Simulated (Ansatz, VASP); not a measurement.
## One calculation of GaSb, two programs

Contents of INCAR:

```
ALGO = Normal ; EDIFF = 1E-7
ENCUT = 520 ; ISIF = 2
ISMEAR = -1 ; LASPH = True
LCHARG = False ; LREAL = False
LWAVE = False ; NBANDS = 16
NELM = 60 ; PREC = Accurate
SIGMA = 0.05
```

Contents of KPOINTS:

```
k-points
0
Gamma
  10 10 10
```

File POSCAR:

```
GaSb
1.0
   -1.5348727331      2.6388498790      2.8542093822
    1.5348727331     -2.6388498790      2.8542093822
    1.5348727331      2.6388498790     -2.8542093822
Sb Ga
1 1
Direct
    0.5000000000      0.5000000000      0.0000000000
    0.0000000000      0.0000000000      0.0000000000
```

Contents of input.yaml:

```yaml
crystal:
  lattice:
    - [-1.5348727331, 2.638849879, 2.8542093822]
    - [1.5348727331, -2.638849879, 2.8542093822]
    - [1.5348727331, 2.638849879, -2.8542093822]
  atoms:
    - { symbol: Sb, position: [0.5, 0.5, 0.0] }
    - { symbol: Ga, position: [0.0, 0.0, 0.0] }
hamiltonian:
  xc: lda
  pseudopotentials: { kind: paw }
kpoints:
  mp_grid: { grid: [10, 10, 10] }
scf:
  occupations: { method: fermi_dirac, width: 0.05 }
output:
  forces: true
  stress: true
  eigenvalues: true
```

Alike in both runs: task single point; functional LDA; k mesh 10 × 10 × 10; occupations fermi-dirac, width 0.05 eV; no spin polarisation.

|  | VASP | Ansatz |
| --- | --- | --- |
| version | VASP 6.6.1 | Ansatz 0.2.0 |
| potentials or method | VASP PAW LDA potentials, release 64 (Sb, Ga_d) | Ansatz PAW |
| plane-wave cutoff (eV) | 520 | 420 |
| valence electrons in the cell | 18 | 28 |

```tsv
	VASP	Ansatz	Ansatz less VASP
gap on the k mesh at the Fermi level (eV)	none	none	-
pressure (GPa)	-2.4	-2.5	-0.17
traceless stress, the component that is largest in VASP (GPa)	1.26	1.24	-0.020
```

LDA's correlation is that of Perdew and Zunger in VASP and of Perdew and Wang (1992) in Ansatz. A gap of «none» marks a metal or a gap that the smearing closes. VASP's potentials hold 18 valence electrons a cell and Ansatz's 28, so a difference there can come from the potentials and not from the codes.

Neither program's run includes spin-orbit coupling.
